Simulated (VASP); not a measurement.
# Mg12H (a cell with a defect) in VASP: further runs

The runs below take Mg12H (a cell with a defect) through single point, with PBE.

Program: VASP 6.6.1. These are calculated values, not measurements. Logs are shortened: lines on timing, memory, paths and dates and some standing lists are left out, and cuts for length are marked.

### Step 1. The cell of the first run

The cell holds a defect, 13 atoms: a = 6.420 Å, b = 9.630 Å, c = 5.213 Å, α = 90.00°, β = 90.00°, γ = 120.00°.

### Step 2. Single point, PBE

INCAR reads:

```
PREC = Accurate
ENCUT = 520
EDIFF = 1E-6
ISMEAR = -1
SIGMA = 0.05
LREAL = False
LASPH = True
NELM = 80
ALGO = Normal
ISIF = 2
LWAVE = False
LCHARG = False
GGA = PE
NBANDS = 24
```

KPOINTS reads:

```
regular mesh
0
Gamma
  2 2 2
```

POSCAR reads:

```
Mg12H
1.0
    6.4200000000      0.0000000000      0.0000000000
   -4.8150000000      8.3398250000      0.0000000000
    0.0000000000      0.0000000000      5.2130400000
Mg H
12 1
Direct
   -0.0611292830     -0.0302284520     -0.0391518193
    0.1493727529      0.2817804930      0.5316859261
    0.0316810814      0.3498634564     -0.0406288845
    0.1904608781      0.5930340265      0.4611129015
    0.0246431753      0.6730237145     -0.0638399092
    0.1996680294      0.9866394079      0.5272930958
    0.5217340134      0.0177221944      0.0399958565
    0.7083702341      0.2370793152      0.4468985467
    0.5649010924      0.3550913838     -0.0099174378
    0.6657515826      0.5943769803      0.4274281417
    0.5145157778      0.6917531243     -0.0781501772
    0.6869988194      0.9332569928      0.4310920308
    0.4852027980      0.7012257451      0.4987684729
```

Potentials or basis: VASP PAW PBE potentials, release 64 (Mg, H).

Launch:

```bash
$ cat potpaw_PBE.64/Mg/POTCAR potpaw_PBE.64/H/POTCAR > POTCAR
$ mpirun -np 1 vasp_std > vasp.out
```

OUTCAR:

```text
PREC = Accurate
   ENCUT = 520
   EDIFF = 1E-6
   ISMEAR = -1
   LREAL = False
   LASPH = True
   NELM = 80
   ISIF = 2
   GGA = PE

 ion  position               nearest neighbor table
   1  0.939  0.970  0.961-  11 2.71   6 2.77  12 2.86   7 2.97  12 3.13   5 3.17   6 3.36   3 3.40
                             2 3.43   7 3.56
   2  0.149  0.282  0.532-   3 2.54   8 2.68   4 2.90   6 3.02  10 3.22  12 3.22   3 3.22   9 3.38
                             1 3.43
   3  0.032  0.350  0.959-   2 2.54   9 3.03   8 3.11   5 3.14  11 3.21   8 3.22   2 3.22   7 3.26
                             4 3.30   4 3.31   1 3.40   9 3.40
   4  0.190  0.593  0.461-  13 1.65   2 2.90   5 2.95  11 3.00  10 3.05   5 3.17  12 3.24   8 3.27
                             3 3.30   3 3.31  11 3.34  10 3.38
   5  0.025  0.673  0.936-   4 2.95   9 3.02  11 3.06   3 3.14   4 3.17   1 3.17  10 3.27   7 3.30
                            10 3.34  11 3.37   6 3.40
   6  0.200  0.987  0.527-   1 2.77   8 2.96   2 3.02  12 3.11   7 3.19   7 3.30   1 3.36   5 3.40
                            12 3.45  10 3.65
   7  0.522  0.018  0.040-  12 2.61   8 2.80   1 2.97   9 3.13  11 3.18   6 3.19   3 3.26   6 3.30
                             5 3.30   1 3.56  12 3.57   8 3.60
   8  0.708  0.237  0.447-   2 2.68   7 2.80  12 2.86   6 2.96   9 2.98   3 3.11   3 3.22   4 3.27
                             9 3.35  10 3.59   7 3.60
   9  0.565  0.355  0.990-   8 2.98   5 3.02   3 3.03  10 3.07   7 3.13   8 3.35   2 3.38   3 3.40
                            11 3.43  10 3.58
  10  0.666  0.594  0.427-  13 1.93   4 3.05  11 3.06   9 3.07  11 3.11  12 3.20   2 3.22   5 3.27
                             5 3.34   4 3.38   9 3.58   8 3.59   6 3.65
  11  0.515  0.692  0.922-  13 2.22   1 2.71   4 3.00   5 3.06  10 3.06  10 3.11   7 3.18   3 3.21
                            12 3.26  12 3.33   4 3.34   5 3.37   9 3.43
  12  0.687  0.933  0.431-  13 1.98   7 2.61   1 2.86   8 2.86   6 3.11   1 3.13  10 3.20   2 3.22
                             4 3.24  11 3.26  11 3.33   6 3.45   7 3.57
  13  0.485  0.701  0.499-   4 1.65  10 1.93  12 1.98  11 2.22

  LATTYP: Found a simple monoclinic cell.
 ALAT       =     6.4200000000
 B/A-ratio  =     0.8120000000
 C/A-ratio  =     1.3228757108
 COS(beta)  =    -0.1889822286

  Lattice vectors:

 A1 = (   6.4200000000,   0.0000000000,   0.0000000000)
 A2 = (   0.0000000000,   0.0000000000,   5.2130400000)
 A3 = (  -1.6050000000,  -8.3398250000,   0.0000000000)

Analysis of symmetry for initial positions (statically):
=====================================================================
 Subroutine PRICEL returns:
 Original cell was already a primitive cell.

 Routine SETGRP: Setting up the symmetry group for a
 simple monoclinic supercell.

 Subroutine GETGRP returns: Found  1 space group operations
 (whereof  1 operations were pure point group operations)
 out of a pool of  4 trial point group operations.

The static configuration has the point symmetry C_1 .

Analysis of symmetry for dynamics (positions and initial velocities):
=====================================================================
 Subroutine PRICEL returns:
 Original cell was already a primitive cell.

 Routine SETGRP: Setting up the symmetry group for a
 simple monoclinic supercell.

 Subroutine GETGRP returns: Found  1 space group operations
 (whereof  1 operations were pure point group operations)
 out of a pool of  4 trial point group operations.

The dynamic configuration has the point symmetry C_1 .

 Subroutine INISYM returns: Found  1 space group operations
 (whereof  1 operations are pure point group operations),
 and found     1 'primitive' translations

----------------------------------------------------------------------------------------

                                     Primitive cell

  volume of cell :     279.1149

  direct lattice vectors                    reciprocal lattice vectors
     6.420000000  0.000000000  0.000000000     0.155763240  0.089929945  0.000000000
    -4.815000000  8.339825000  0.000000000     0.000000000  0.119906593  0.000000000
     0.000000000  0.000000000  5.213040000     0.000000000  0.000000000  0.191826650

  length of vectors
     6.420000000  9.630000313  5.213040000     0.179859895  0.119906593  0.191826650

  position of ions in fractional coordinates (direct lattice)
     0.938870717  0.969771548  0.960848181
     0.149372753  0.281780493  0.531685926
     0.031681081  0.349863456  0.959371115
     0.190460878  0.593034026  0.461112902
[... 39 lines left out ...]
     0.000000000  0.000000000  0.095913325     0.000000000  0.000000000  0.500000000

  Length of vectors
     0.089929947  0.059953296  0.095913325

  Shift w.r.t. Gamma in fractional coordinates (k-lattice)
     0.000000000  0.000000000  0.000000000

 Subroutine IBZKPT returns following result:
 ===========================================

 Found      8 irreducible k-points:

 Following reciprocal coordinates:
            Coordinates               Weight
  0.000000  0.000000  0.000000      1.000000
  0.500000  0.000000  0.000000      1.000000
  0.000000  0.500000  0.000000      1.000000
  0.500000  0.500000  0.000000      1.000000
  0.000000  0.000000  0.500000      1.000000
  0.500000  0.000000  0.500000      1.000000
  0.000000  0.500000  0.500000      1.000000
  0.500000  0.500000  0.500000      1.000000
   k-points           NKPTS =      8   k-points in BZ     NKDIM =      8   number of bands    NBANDS=     24
   number of dos      NEDOS =    301   number of ions     NIONS =     13
   total plane-waves  NPLWV = 138240
   dimension x,y,z NGX =    48 NGY =   72 NGZ =   40
   dimension x,y,z NGXF=    96 NGYF=  144 NGZF=   80
   ions per type =              12   1
   NGX,Y,Z   is equivalent  to a cutoff of  12.43, 12.43, 12.76 a.u.
   NGXF,Y,Z  is equivalent  to a cutoff of  24.86, 24.86, 25.51 a.u.
 SYSTEM =  unknown system
   PREC   = accura    normal or accurate (medium, high low for compatibility)
   ISTART =      0    job   : 0-new  1-cont  2-samecut
   ICHARG =      2    charge: 1-file 2-atom 10-const
   ISPIN  =      1    spin polarized calculation?
   LNONCOLLINEAR =      F non collinear calculations
   LSORBIT =      F    spin-orbit coupling
   LASPH  =      T    aspherical Exc in radial PAW
   ENCUT  =  520.0 eV  38.22 Ry    6.18 a.u.  11.94 17.91  9.69*2*pi/ulx,y,z
   NELM   =     80;   NELMIN=  2; NELMDL= -5     # of ELM steps
   EDIFF  = 0.1E-05   stopping-criterion for ELM
   LREAL  =      F    real-space projection
   EDIFFG = 0.1E-04   stopping-criterion for IOM
   NSW    =      0    number of steps for IOM
   IBRION =     -1    ionic relax: 0-MD 1-quasi-New 2-CG
   NFREE  =      0    steps in history (QN), initial steepest desc. (CG)
   ISIF   =      2    stress and relaxation
   ISYM   =      2    0-nonsym 1-usesym 2-fastsym
   POTIM  = 0.5000    time-step for ionic-motion
   TEBEG  =    0.0;   TEEND  =   0.0 temperature during run
   PSTRESS=    0.0 pullay stress
   NELECT =      25.0000    total number of electrons
   NUPDOWN=      -1.0000    fix difference up-down
   EMIN   =  10.00;   EMAX   =-10.00  energy-range for DOS
   EFERMI =   0.00;   METHOD = LEGACY
   ISMEAR =    -1;   SIGMA  =   0.05  broadening in eV -4-tet -1-fermi 0-gaus
   EFERMI_NEDOS =   21; number of points for ismear=-14 and -15
   IALGO  =     38    algorithm
   IMIX   =      4    mixing-type and parameters
     AMIX     =   0.40;   BMIX     =  1.00
     AMIX_MAG =   1.60;   BMIX_MAG =  1.00
  volume/ion in A,a.u.               =      21.47       144.89
  Fermi-wavevector in a.u.,A,eV,Ry     =   0.732477  1.384180  7.299827  0.536522
  Thomas-Fermi vector in A             =   1.824949
   LORBIT       =      0    0 simple, 1 ext, 2 COOP (PROOUT), +10 PAW based schemes
   GGA     = PE    functional components
   LHFCALC =     F    Hartree Fock is set to
   AEXX    =    0.0000 exact exchange contribution
   IVDW    =     0    specifies the selected vdW correction
   LEPSILON=     F    determine dielectric tensor
   LRPA    =     F    only Hartree local field effects (RPA)
 non-spin polarized calculation
  energy-cutoff  :      520.00
  volume of cell :      279.11
 maximum number of plane-waves:      7532
 NGX is ok and might be reduce to    48
   NGX = 23   NGY = 35   NGZ = 19

 number of electron      25.0000000 magnetization

 Free energy of the ion-electron system (eV)
  ---------------------------------------------------
  ext. energy  EPLUGINS =         0.00000000
  ---------------------------------------------------
  free energy    TOTEN  =       -18.86074393 eV

  energy without entropy =      -18.82309505  energy(sigma->0) =      -18.84191949

 E-fermi :   2.4659     XC(G=0):  -8.4627

 val. band max:        2.3800654733   @ k =   0.0000   0.0000   0.0000
 cond. band min:       2.4799711991   @ k =   0.5000   0.0000   0.0000
 fundamental gap:      0.0999057258
 Fermi energy:         2.4659072167

 k-point     1 :       0.0000    0.0000    0.0000
  band No.  band energies     occupation
      1      -5.1126      2.00000
      2      -3.2892      2.00000
      3      -2.2632      2.00000
      4      -1.2759      2.00000
      5      -0.5597      2.00000
      6      -0.1527      2.00000
[... 205 lines left out ...]
     23       5.7393      0.00000
     24       5.8552      0.00000

------------------------ aborting loop because EDIFF is reached ----------------------------------------

  FORCE on cell =-STRESS in cart. coord.  units (eV):
  Direction    XX          YY          ZZ          XY          YZ          ZX
  --------------------------------------------------------------------------------------
  -------------------------------------------------------------------------------------
  Total        6.8823628      2.4583918      8.1006271      0.9897484      1.1562887     -0.8272428
  in kB       39.5061873     14.1116779     46.4992767      5.6813608      6.6373365     -4.7485452
  external PRESSURE =      33.3723807 kB  Pullay stress =       0.0000000 kB

 VOLUME and BASIS-vectors are now :
 -----------------------------------------------------------------------------
  energy-cutoff  :      520.00
  volume of cell :      279.11
      direct lattice vectors                 reciprocal lattice vectors
     6.420000000  0.000000000  0.000000000     0.155763240  0.089929945  0.000000000
    -4.815000000  8.339825000  0.000000000     0.000000000  0.119906593  0.000000000
     0.000000000  0.000000000  5.213040000     0.000000000  0.000000000  0.191826650

 POSITION                                       TOTAL-FORCE (eV/Angst)
 -----------------------------------------------------------------------------------
      1.35810      8.08773      5.00894         0.633365      0.985759      0.412265
     -0.39780      2.35000      2.77170         1.806501     -0.560314     -1.181042
     -1.48120      2.91780      5.00124        -0.423826      0.356177      1.354336
     -1.63270      4.94580      2.40380        -1.752321     -0.865681     -0.792998
     -3.08240      5.61290      4.88024        -0.365617      0.360617      0.309187
     -3.46880      8.22840      2.74880         0.570681     -0.465670     -0.547588
      3.26420      0.14780      0.20850        -0.961218      0.004553     -1.484886
      3.40620      1.97720      2.32970        -0.876300      0.773688      0.539229
      1.91690      2.96140      5.16134        -0.654101     -0.237833     -0.417589
      1.41220      4.95700      2.22820         0.630161     -0.133875      0.056167
     -0.02760      5.76910      4.80564        -0.272784     -0.693265      0.157732
     -0.08310      7.78320      2.24730         0.316104     -0.430254      1.264212
     -0.26140      5.84810      2.60010         1.349356      0.906098      0.330976
 -----------------------------------------------------------------------------------
    total drift:                               -0.000216      0.000184     -0.000016

  FREE ENERGIE OF THE ION-ELECTRON SYSTEM (eV)
  ---------------------------------------------------
  free  energy   TOTEN  =       -18.8607439323 eV

  energy  without entropy=      -18.8230950516  energy(sigma->0) =      -18.84191949
```

Run time: 73 s. Hardware: 1 thread of Intel Xeon 6975P-C, shared host; peak memory 0.36 GiB.

What came out:

```
Free energy   : -18.8607 eV
Pressure      : 3.3 GPa
Largest force : 2.230 eV/Å
```

Forces in eV/Å, atoms in the order of the input:
```
Mg   0.633  0.986  0.412
Mg   1.807 -0.560 -1.181
Mg  -0.424  0.356  1.354
Mg  -1.752 -0.866 -0.793
Mg  -0.366  0.361  0.309
Mg   0.571 -0.466 -0.548
Mg  -0.961  0.005 -1.485
Mg  -0.876  0.774  0.539
Mg  -0.654 -0.238 -0.418
Mg   0.630 -0.134  0.056
Mg  -0.273 -0.693  0.158
Mg   0.316 -0.430  1.264
H    1.349  0.906  0.331
```

Stress tensor (GPa, compression positive):
```
 3.95  0.57 -0.47
 0.57  1.41  0.66
-0.47  0.66  4.65
```

Caveat: the k points lie up to 0.60 Å⁻¹ apart.

### Step 3. Single point, PBE

INCAR reads:

```
SYSTEM = Mg12H
PREC = Accurate ; ENCUT = 520
EDIFF = 1E-6 ; ISMEAR = -1
SIGMA = 0.05 ; LREAL = .False.
LASPH = .True. ; NELM = 100
ALGO = Normal ; ISIF = 2
LWAVE = .False. ; LCHARG = .False.
GGA = PE ; NBANDS = 24
```

KPOINTS reads:

```
regular mesh
0
Gamma
  2 2 2
  0 0 0
```

POSCAR reads:

```
Mg12H
1.0
    6.4200000000      0.0000000000      0.0000000000
   -4.8150000000      8.3398250000      0.0000000000
    0.0000000000      0.0000000000      5.2130400000
Mg H
12 1
Direct
    0.0101649320      0.0165231285     -0.0185496371
    0.2597296612      0.2923082918      0.4172229640
   -0.0286480605      0.3591442266      0.0390175406
    0.1923753480      0.5937174941      0.4954115065
    0.0000929885      0.6857937667     -0.0441968602
    0.2400079501      0.9697925316      0.4302288108
    0.4897867290      0.0075661060     -0.1071927321
    0.7355071247      0.2704373293      0.5403181253
    0.4685091654      0.3103902060     -0.0097447938
    0.7640043211      0.6391501021      0.4015890920
    0.4231052069      0.6426034119      0.0283711615
    0.6214583446      0.8898987689      0.4485290732
    0.9888164037      0.8478715081      0.8075518316
```

Potentials or basis: VASP PAW PBE potentials, release 64 (Mg, H).

Launch:

```bash
$ cat potpaw_PBE.64/Mg/POTCAR potpaw_PBE.64/H/POTCAR > POTCAR
$ mpirun -np 1 vasp_std > vasp.out
```

It took 77 s on 1 thread of Intel Xeon 6975P-C, shared host; peak memory 0.36 GiB.

The run converged. Its results:

```
Free energy   : -18.8254 eV
Pressure      : 3.3 GPa
Largest force : 1.752 eV/Å
```

Forces on the atoms (eV/Å):
```
Mg  -0.818  0.166 -0.031
Mg  -0.831 -0.067  1.541
Mg   0.081 -0.449 -0.282
Mg  -0.286 -0.357  0.595
Mg   0.403 -0.400 -0.409
Mg  -0.457 -0.351 -0.024
Mg   0.297 -0.080  0.942
Mg  -0.135  0.055 -0.426
Mg   0.656  0.737 -1.167
Mg  -0.454 -0.624  1.108
Mg   0.836  0.433 -0.917
Mg   0.702  0.746 -0.167
H    0.005  0.191 -0.762
```

Stress tensor (GPa, compression positive):
```
 2.23  0.78 -1.08
 0.78  1.05  0.03
-1.08  0.03  6.54
```

Levels at points of the mesh, in eV from the Fermi level:
```
           k point  band 10  band 11  band 12  band 13  band 14  band 15
(0.00, 0.00, 0.00)    -0.69    -0.15     0.14     0.51     0.73     0.83
(0.50, 0.00, 0.00)    -0.43    -0.19    -0.09     0.07     0.30     0.40
(0.00, 0.50, 0.00)    -0.88    -0.83    -0.59    -0.10     0.11     0.92
(0.50, 0.50, 0.00)    -0.22     0.17     0.62     0.80     1.13     1.21
(0.00, 0.00, 0.50)    -1.38    -1.02    -0.87    -0.65    -0.18     1.04
(0.50, 0.00, 0.50)    -0.79    -0.73    -0.34     0.52     0.65     0.90
(0.00, 0.50, 0.50)    -1.11    -0.92    -0.71    -0.54    -0.35    -0.29
(0.50, 0.50, 0.50)    -1.98    -1.84    -1.48     1.18     2.11     2.28
```

Caveat: the k points lie up to 0.60 Å⁻¹ apart.
